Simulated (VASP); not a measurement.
# BN (P6_3/mmc) in VASP: a series of runs

Runs on BN. Level: LDA. Tasks: single point.

Everything below comes from runs of VASP 6.6.1. Logs are shortened: lines on timing, memory, paths and dates and some standing lists are left out, and cuts for length are marked.

## (1) The cell of the first run

It takes space group P6_3/mmc (No. 194, hexagonal). The conventional cell has a = 2.508 Å, b = 2.508 Å, c = 6.547 Å, α = 90.00°, β = 90.00°, γ = 120.00°. B (site symmetry -6m2) has 3 N at 1.45 Å within 1.9 Å. N (site symmetry -6m2) has 3 B at 1.45 Å within 1.9 Å.

## (2) Single point, LDA (volume 8.916 Å^3 an atom, c/a of the conventional cell 2.6103)

Input file INCAR:

```
SYSTEM = BN
PREC     = Accurate       ! precision mode
ENCUT    = 520            ! plane-wave cutoff, eV
EDIFF    = 1E-7           ! SCF threshold, eV
ISMEAR   = 0              ! smearing method
SIGMA    = 0.05           ! smearing width, eV
LREAL    = .False.        ! projectors in reciprocal space
LASPH    = .True.         ! aspherical terms in the spheres
NELM     = 100            ! most SCF steps
ALGO     = Normal         ! electronic algorithm
ISIF     = 2              ! what is computed and relaxed
LWAVE    = .False.        ! write WAVECAR
LCHARG   = .False.        ! write CHGCAR
GGA      = CA             ! functional
NBANDS   = 16             ! bands
```

Input file KPOINTS:

```
regular mesh
0
Gamma
  12 12 4
  0 0 0
```

Input file POSCAR:

```
BN
1.0
    2.5080602132      0.0000000000      0.0000000000
   -1.2540301066      2.1720438588      0.0000000000
    0.0000000000      0.0000000000      6.5467160074
B N
2 2
Direct
    0.3333333333      0.6666666667      0.2500000000
    0.6666666667      0.3333333333      0.7500000000
    0.3333333333      0.6666666667      0.7500000000
    0.6666666667      0.3333333333      0.2500000000
```

Potentials or basis: VASP PAW LDA potentials, release 64 (B, N).

Command:

```sh
cat potpaw_LDA.64/B/POTCAR potpaw_LDA.64/N/POTCAR > POTCAR
mpirun -np 1 vasp_std > vasp.out
```

OUTCAR:

```text
SYSTEM = BN
   PREC = Accurate
   ENCUT = 520
   EDIFF = 1E-7
   ISMEAR = 0
   LREAL = .False.
   LASPH = .True.
   NELM = 100
   ISIF = 2
   GGA = CA

 ion  position               nearest neighbor table
   1  0.333  0.667  0.250-   4 1.45   4 1.45   4 1.45
   2  0.667  0.333  0.750-   3 1.45   3 1.45   3 1.45
   3  0.333  0.667  0.750-   2 1.45   2 1.45   2 1.45
   4  0.667  0.333  0.250-   1 1.45   1 1.45   1 1.45

  LATTYP: Found a hexagonal cell.
 ALAT       =     2.5080602132
 C/A-ratio  =     2.6102706677

  Lattice vectors:

 A1 = (   2.5080602132,   0.0000000000,   0.0000000000)
 A2 = (  -1.2540301066,   2.1720438588,   0.0000000000)
 A3 = (   0.0000000000,   0.0000000000,   6.5467160074)

Analysis of symmetry for initial positions (statically):
=====================================================================
 Subroutine PRICEL returns:
 Original cell was already a primitive cell.

 Routine SETGRP: Setting up the symmetry group for a
 hexagonal supercell.

 Subroutine GETGRP returns: Found 24 space group operations
 (whereof 12 operations were pure point group operations)
 out of a pool of 24 trial point group operations.

The static configuration has the point symmetry D_3d.
 The point group associated with its full space group is D_6h.

Analysis of symmetry for dynamics (positions and initial velocities):
=====================================================================
 Subroutine PRICEL returns:
 Original cell was already a primitive cell.

 Routine SETGRP: Setting up the symmetry group for a
 hexagonal supercell.

 Subroutine GETGRP returns: Found 24 space group operations
 (whereof 12 operations were pure point group operations)
 out of a pool of 24 trial point group operations.

The dynamic configuration has the point symmetry D_3d.
 The point group associated with its full space group is D_6h.

 Subroutine INISYM returns: Found 24 space group operations
 (whereof 12 operations are pure point group operations),
 and found     1 'primitive' translations

----------------------------------------------------------------------------------------

                                     Primitive cell

  volume of cell :      35.6640

  direct lattice vectors                    reciprocal lattice vectors
     2.508060213  0.000000000  0.000000000     0.398714510  0.230197930  0.000000000
    -1.254030107  2.172043859  0.000000000     0.000000000  0.460395860  0.000000000
     0.000000000  0.000000000  6.546716007     0.000000000  0.000000000  0.152748340
[... 92 lines left out ...]
   IBRION =     -1    ionic relax: 0-MD 1-quasi-New 2-CG
   NFREE  =      0    steps in history (QN), initial steepest desc. (CG)
   ISIF   =      2    stress and relaxation
   ISYM   =      2    0-nonsym 1-usesym 2-fastsym
   POTIM  = 0.5000    time-step for ionic-motion
   TEBEG  =    0.0;   TEEND  =   0.0 temperature during run
   PSTRESS=    0.0 pullay stress
   NELECT =      16.0000    total number of electrons
   NUPDOWN=      -1.0000    fix difference up-down
   EMIN   =  10.00;   EMAX   =-10.00  energy-range for DOS
   EFERMI =   0.00;   METHOD = LEGACY
   ISMEAR =     0;   SIGMA  =   0.05  broadening in eV -4-tet -1-fermi 0-gaus
   EFERMI_NEDOS =   21; number of points for ismear=-14 and -15
   IALGO  =     38    algorithm
   IMIX   =      4    mixing-type and parameters
     AMIX     =   0.40;   BMIX     =  1.00
     AMIX_MAG =   1.60;   BMIX_MAG =  1.00
  volume/ion in A,a.u.               =       8.92        60.17
  Fermi-wavevector in a.u.,A,eV,Ry     =   1.253251  2.368301 21.369836  1.570639
  Thomas-Fermi vector in A             =   2.387113
   LORBIT       =      0    0 simple, 1 ext, 2 COOP (PROOUT), +10 PAW based schemes
   GGA     = CA    functional components
   LHFCALC =     F    Hartree Fock is set to
   AEXX    =    0.0000 exact exchange contribution
   IVDW    =     0    specifies the selected vdW correction
   LEPSILON=     F    determine dielectric tensor
   LRPA    =     F    only Hartree local field effects (RPA)
 non-spin polarized calculation
 Gauss-broadening in eV      SIGMA  =   0.05
  energy-cutoff  :      520.00
  volume of cell :       35.66
 maximum number of plane-waves:       980
 NGX is ok and might be reduce to    20
   NGX =  9   NGY =  9   NGZ = 25

 number of electron      16.0000001 magnetization

 Free energy of the ion-electron system (eV)
  ---------------------------------------------------
  ext. energy  EPLUGINS =         0.00000000
  ---------------------------------------------------
  free energy    TOTEN  =       -38.56895626 eV

  energy without entropy =      -38.56895626  energy(sigma->0) =      -38.56895626

 E-fermi :   2.5176     XC(G=0): -10.5989

 val. band max:        2.2588600873   @ k =   0.3333   0.2500   0.0000
 cond. band min:       6.2908848098   @ k =   0.5000  -0.0000   0.0000
 fundamental gap:      4.0320247225
 Fermi energy:         2.5175519145

 k-point     1 :       0.0000    0.0000    0.0000
  band No.  band energies     occupation
      1     -15.3349      2.00000
      2     -14.9839      2.00000
      3      -4.1292      2.00000
      4      -1.7570      2.00000
      5       0.8949      2.00000
      6       0.8949      2.00000
[... 433 lines left out ...]
      3      -4.5927      2.00000
      4      -4.5227      2.00000
      5      -1.3478      2.00000
      6      -1.2966      2.00000
[... 8 lines left out ...]
     15      18.7860      0.00000
     16      20.5768      0.00000

 [... further k-points ...]

------------------------ aborting loop because EDIFF is reached ----------------------------------------

  FORCE on cell =-STRESS in cart. coord.  units (eV):
  Direction    XX          YY          ZZ          XY          YZ          ZX
  --------------------------------------------------------------------------------------
  -------------------------------------------------------------------------------------
  Total       -1.6979337     -1.6979337     -0.0930730     -0.0000000      0.0000000      0.0000000
  in kB      -76.2783456    -76.2783456     -4.1812337     -0.0000000      0.0000000      0.0000000
  external PRESSURE =     -52.2459750 kB  Pullay stress =       0.0000000 kB

 VOLUME and BASIS-vectors are now :
 -----------------------------------------------------------------------------
  energy-cutoff  :      520.00
  volume of cell :       35.66
      direct lattice vectors                 reciprocal lattice vectors
     2.508060213  0.000000000  0.000000000     0.398714510  0.230197930  0.000000000
    -1.254030107  2.172043859  0.000000000     0.000000000  0.460395860  0.000000000
     0.000000000  0.000000000  6.546716007     0.000000000  0.000000000  0.152748340

 POSITION                                       TOTAL-FORCE (eV/Angst)
 -----------------------------------------------------------------------------------
     -0.00000      1.44803      1.63668         0.000000     -0.000000      0.000000
      1.25403      0.72401      4.91004        -0.000000      0.000000      0.000000
     -0.00000      1.44803      4.91004        -0.000000      0.000000      0.000000
      1.25403      0.72401      1.63668         0.000000      0.000000      0.000000
 -----------------------------------------------------------------------------------
    total drift:                               -0.000000      0.000000      0.000000

  FREE ENERGIE OF THE ION-ELECTRON SYSTEM (eV)
  ---------------------------------------------------
  free  energy   TOTEN  =       -38.5689562607 eV

  energy  without entropy=      -38.5689562607  energy(sigma->0) =      -38.56895626
```

Wall time 42 s (1 thread of Intel Xeon 8259CL, shared host); peak memory 0.14 GiB.

Results:

- Free energy: -38.5690 eV
- Pressure: -5.2 GPa
- Band gap on the k mesh: 4.03 eV, indirect (least direct gap 4.44 eV)

Stress tensor (GPa, compression positive):
```
-7.63  0.00  0.00
 0.00 -7.63  0.00
 0.00  0.00 -0.42
```

Levels at points of the mesh, in eV from the valence-band top:
```tsv
k point	band 5	band 6	band 7	band 8	band 9	band 10	band 11	band 12
(0.00, 0.00, 0.00)	-1.36	-1.36	-1.32	-1.32	5.02	10.18	11.36	11.36
(0.50, 0.00, 0.00)	-4.17	-4.09	-1.54	-0.41	4.03	5.56	9.42	9.86
(0.00, 0.00, 0.50)	-1.34	-1.34	-1.34	-1.34	7.52	7.52	11.44	11.44
(0.50, 0.00, 0.50)	-4.13	-4.13	-0.95	-0.95	4.53	4.53	9.85	9.85
```

 A k mesh can miss the band edges.

## (3) Single point, LDA (volume 8.916 Å^3 an atom, c/a of the conventional cell 2.3702)

Input file INCAR:

```
SYSTEM = BN
PREC     = Accurate       ! precision mode
ENCUT    = 520            ! plane-wave cutoff, eV
EDIFF    = 1E-7           ! SCF threshold, eV
ISMEAR   = 0              ! smearing method
SIGMA    = 0.05           ! smearing width, eV
LREAL    = .FALSE.        ! projectors in reciprocal space
LASPH    = .TRUE.         ! aspherical terms in the spheres
NELM     = 80             ! most SCF steps
ALGO     = Normal         ! electronic algorithm
ISIF     = 2              ! what is computed and relaxed
LWAVE    = .FALSE.        ! write WAVECAR
LCHARG   = .FALSE.        ! write CHGCAR
GGA      = CA             ! functional
NBANDS   = 16             ! bands
```

Input file KPOINTS:

```
Automatic mesh
0
G
  12 12 4
  0 0 0
```

Input file POSCAR:

```
BN
1.0
    2.5900300839      0.0000000000      0.0000000000
   -1.2950150419      2.2430318492      0.0000000000
    0.0000000000      0.0000000000      6.1388893048
B N
2 2
Direct
    0.3333333333      0.6666666667      0.2500000000
    0.6666666667      0.3333333333      0.7500000000
    0.3333333333      0.6666666667      0.7500000000
    0.6666666667      0.3333333333      0.2500000000
```

Potentials or basis: VASP PAW LDA potentials, release 64 (B, N).

Command:

```sh
cat potpaw_LDA.64/B/POTCAR potpaw_LDA.64/N/POTCAR > POTCAR
mpirun -np 1 vasp_std > vasp.out
```

Wall time 41 s (1 thread of Intel Xeon 8259CL, shared host); peak memory 0.15 GiB.

The run converged. Its results:

```yaml
Free_energy: -38.2203 eV
Pressure: -25.7 GPa
Band_gap_on_the_k_mesh: 3.77 eV, indirect (least direct gap 4.01 eV)
```

Stress tensor (GPa, compression positive):
```
-39.23   0.00   0.00
  0.00 -39.23   0.00
  0.00   0.00   1.44
```

Levels at points of the mesh, in eV from the valence-band top:
| k point | band 4 | band 5 | band 6 | band 7 | band 8 | band 9 | band 10 | band 11 | band 12 | band 13 |
| --- | --- | --- | --- | --- | --- | --- | --- | --- | --- | --- |
| (0.00, 0.00, 0.00) | -3.10 | -1.54 | -1.54 | -1.45 | -1.45 | 5.41 | 10.32 | 10.46 | 10.46 | 10.71 |
| (0.50, 0.00, 0.00) | -8.45 | -4.12 | -3.97 | -1.81 | -0.24 | 3.77 | 5.64 | 8.60 | 8.68 | 12.27 |
| (0.00, 0.00, 0.50) | -4.94 | -1.50 | -1.50 | -1.50 | -1.50 | 8.01 | 8.01 | 10.58 | 10.58 | 10.58 |
| (0.50, 0.00, 0.50) | -8.54 | -4.05 | -4.05 | -0.94 | -0.94 | 4.27 | 4.27 | 8.84 | 8.84 | 13.08 |

## (4) Single point, LDA (volume 9.125 Å^3 an atom, c/a of the conventional cell 2.9448)

Input file INCAR:

```
PREC = Accurate
ENCUT = 520
EDIFF = 1E-6
ISMEAR = 0
SIGMA = 0.05
LREAL = False
LASPH = True
NELM = 80
ALGO = Normal
ISIF = 2
LWAVE = False
LCHARG = False
NBANDS = 16
```

Input file KPOINTS:

```
Automatic mesh
0
Gamma
  12 12 4
```

Input file POSCAR:

```
BN
1.0
    2.4279261690      0.0000000000      0.0000000000
   -1.2139630845      2.1026457409      0.0000000000
    0.0000000000      0.0000000000      7.1497569825
B N
2 2
Direct
    0.3333333333      0.6666666667      0.2500000000
    0.6666666667      0.3333333333      0.7500000000
    0.3333333333      0.6666666667      0.7500000000
    0.6666666667      0.3333333333      0.2500000000
```

Potentials or basis: VASP PAW LDA potentials, release 64 (B, N).

Command:

```sh
cat potpaw_LDA.64/B/POTCAR potpaw_LDA.64/N/POTCAR > POTCAR
mpirun -np 1 vasp_std > vasp.out
```

OUTCAR:

```text
PREC = Accurate
   ENCUT = 520
   EDIFF = 1E-6
   ISMEAR = 0
   LREAL = False
   LASPH = True
   NELM = 80
   ISIF = 2

 ion  position               nearest neighbor table
   1  0.333  0.667  0.250-   4 1.40   4 1.40   4 1.40
   2  0.667  0.333  0.750-   3 1.40   3 1.40   3 1.40
   3  0.333  0.667  0.750-   2 1.40   2 1.40   2 1.40
   4  0.667  0.333  0.250-   1 1.40   1 1.40   1 1.40

  LATTYP: Found a hexagonal cell.
 ALAT       =     2.4279261690
 C/A-ratio  =     2.9448000000

  Lattice vectors:

 A1 = (   2.4279261690,   0.0000000000,   0.0000000000)
 A2 = (  -1.2139630845,   2.1026457409,   0.0000000000)
 A3 = (   0.0000000000,   0.0000000000,   7.1497569825)

Analysis of symmetry for initial positions (statically):
=====================================================================
 Subroutine PRICEL returns:
 Original cell was already a primitive cell.

 Routine SETGRP: Setting up the symmetry group for a
 hexagonal supercell.

 Subroutine GETGRP returns: Found 24 space group operations
 (whereof 12 operations were pure point group operations)
[... 173 lines left out ...]
 cond. band min:       6.2998189180   @ k =   0.5000   0.0000   0.0000
 fundamental gap:      4.3381626331
 Fermi energy:         2.2576967942

 k-point     1 :       0.0000    0.0000    0.0000
  band No.  band energies     occupation
      1     -16.1272      2.00000
      2     -15.9568      2.00000
      3      -4.5570      2.00000
      4      -3.0756      2.00000
      5       0.7269      2.00000
      6       0.7269      2.00000
[... 433 lines left out ...]
      3      -5.0684      2.00000
      4      -5.0438      2.00000
      5      -1.7328      2.00000
      6      -1.7146      2.00000
[... 8 lines left out ...]
     15      19.0415      0.00000
     16      20.8528      0.00000

 [... further k-points ...]

------------------------ aborting loop because EDIFF is reached ----------------------------------------

  FORCE on cell =-STRESS in cart. coord.  units (eV):
  Direction    XX          YY          ZZ          XY          YZ          ZX
  --------------------------------------------------------------------------------------
  -------------------------------------------------------------------------------------
  Total        6.6482370      6.6482370     -0.3631927     -0.0000000     -0.0000000      0.0000000
  in kB      291.8261522    291.8261522    -15.9424403     -0.0000000     -0.0000000      0.0000000
  external PRESSURE =     189.2366214 kB  Pullay stress =       0.0000000 kB

 VOLUME and BASIS-vectors are now :
 -----------------------------------------------------------------------------
  energy-cutoff  :      520.00
  volume of cell :       36.50
      direct lattice vectors                 reciprocal lattice vectors
     2.427926169  0.000000000  0.000000000     0.411874139  0.237795645  0.000000000
    -1.213963085  2.102645741  0.000000000     0.000000000  0.475591290  0.000000000
     0.000000000  0.000000000  7.149756982     0.000000000  0.000000000  0.139864894

 POSITION                                       TOTAL-FORCE (eV/Angst)
 -----------------------------------------------------------------------------------
     -0.00000      1.40176      1.78744        -0.000000     -0.000000      0.000000
      1.21396      0.70088      5.36232         0.000000     -0.000000      0.000000
     -0.00000      1.40176      5.36232         0.000000     -0.000000      0.000000
      1.21396      0.70088      1.78744        -0.000000      0.000000      0.000000
 -----------------------------------------------------------------------------------
    total drift:                               -0.000000      0.000000     -0.000000

  FREE ENERGIE OF THE ION-ELECTRON SYSTEM (eV)
  ---------------------------------------------------
  free  energy   TOTEN  =       -38.3937827246 eV

  energy  without entropy=      -38.3937827246  energy(sigma->0) =      -38.39378272
```

OSZICAR:

```text
N       E                     dE             d eps       ncg     rms          rms(c)
DAV:   1     0.513017352446E+02    0.51302E+02   -0.80886E+03  1832   0.924E+02
DAV:   2    -0.400012546485E+02   -0.91303E+02   -0.82529E+02  2496   0.219E+02
DAV:   3    -0.432302375595E+02   -0.32290E+01   -0.32108E+01  2416   0.404E+01
DAV:   4    -0.432491770561E+02   -0.18939E-01   -0.18937E-01  2256   0.355E+00
DAV:   5    -0.432493696998E+02   -0.19264E-03   -0.19264E-03  2408   0.331E-01    0.119E+01
DAV:   6    -0.390517146902E+02    0.41977E+01   -0.64492E+00  2104   0.190E+01    0.526E+00
DAV:   7    -0.385393699111E+02    0.51234E+00   -0.64205E-01  2432   0.552E+00    0.316E+00
DAV:   8    -0.383985549737E+02    0.14081E+00   -0.32333E-01  2368   0.385E+00    0.481E-01
DAV:   9    -0.383936894453E+02    0.48655E-02   -0.18031E-02  1992   0.101E+00    0.206E-01
DAV:  10    -0.383937550012E+02   -0.65556E-04   -0.76619E-04  2320   0.214E-01    0.276E-02
DAV:  11    -0.383937817589E+02   -0.26758E-04   -0.29654E-05  2096   0.421E-02    0.235E-02
DAV:  12    -0.383937827246E+02   -0.96570E-06   -0.71375E-06  2248   0.189E-02
   1 F= -.38393783E+02 E0= -.38393783E+02  d E =-.122881E-18
```

stdout:

```text
POSCAR found type information on POSCAR B N
 POSCAR found :  2 types and       4 ions
 scaLAPACK will be used
 LDA part: xc-table for (Slater(with rela. corr.)+CA(PZ))
 , standard interpolation
 POSCAR, INCAR and KPOINTS ok, starting setup
 FFT: planning ... GRIDC
 FFT: planning ... GRID_SOFT
 FFT: planning ... GRID
 WAVECAR not read
 entering main loop
```

It took 43 s on 1 thread of Intel Xeon 8259CL, shared host; peak memory 0.14 GiB.

Results:

```
Free energy            : -38.3938 eV
Pressure               : 18.9 GPa
Band gap on the k mesh : 4.34 eV, indirect (least direct gap 4.74 eV)
```

Levels at points of the mesh, in eV from the valence-band top:
```tsv
k point	band 6	band 7	band 8	band 9	band 10	band 11
(0.00, 0.00, 0.00)	-1.23	-1.22	-1.22	4.41	9.17	12.23
(0.50, 0.00, 0.00)	-4.27	-1.36	-0.70	4.34	5.41	10.21
(0.00, 0.00, 0.50)	-1.23	-1.23	-1.23	6.47	6.47	12.26
(0.50, 0.00, 0.50)	-4.29	-1.03	-1.03	4.75	4.75	10.78
```

[end of part 1 of 2]
